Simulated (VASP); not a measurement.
Wanted: the native input for a VASP 6.6.1 run.

```yaml
Task: single point
Functional: LDA
Potentials_or_basis: VASP PAW LDA potentials, release 64 (K_sv, Sn_d, O)
Cutoff: 520 eV
k_mesh: 4 × 4 × 4
Occupations: gaussian, width 0.05 eV
Spin: no spin polarisation
Dipole_correction: no
Further_INCAR_settings: ALGO = Normal; EDIFF = 1e-06; NBANDS = 28
```

The structure of KSnO3 lies in POSCAR:

```
KSnO3
1.0
    4.0717629038      0.0000000000      0.0000000000
    0.0000000000      4.0717629038      0.0000000000
    0.0000000000      0.0000000000      4.0717629038
K Sn O
1 1 3
Direct
    0.0000000000      0.0000000000      0.0000000000
    0.5000000000      0.5000000000      0.5000000000
    0.5000000000      0.5000000000      0.0000000000
    0.0000000000      0.5000000000      0.5000000000
    0.5000000000      0.0000000000      0.5000000000
```

The input as run:

INCAR

```
SYSTEM = KSnO3
PREC = Accurate
ENCUT = 520
EDIFF = 1E-6
ISMEAR = 0
SIGMA = 0.05
LREAL = .FALSE.
LASPH = .TRUE.
NELM = 60
ALGO = Normal
ISIF = 2
LWAVE = .FALSE.
LCHARG = .FALSE.
GGA = CA
NBANDS = 28
```

KPOINTS

```
regular mesh
0
G
  4 4 4
  0 0 0
```

Potentials or basis: VASP PAW LDA potentials, release 64 (K_sv, Sn_d, O).

Run with:

```console
$ cat potpaw_LDA.64/K_sv/POTCAR potpaw_LDA.64/Sn_d/POTCAR potpaw_LDA.64/O/POTCAR > POTCAR
$ mpirun -np 1 vasp_std > vasp.out
```

Results of the run:

```
Pressure : -1.4 GPa
```

Caveat: the k points lie up to 0.39 Å⁻¹ apart; an odd number of electrons without spin polarisation forces a metal; a magnetic or distorted state may lie lower.

It took 16 s on 1 thread of Intel(R) Xeon(R) Platinum 8375C CPU @ 2.90GHz (Ice Lake) (shared host), peak memory 0.15 GiB.
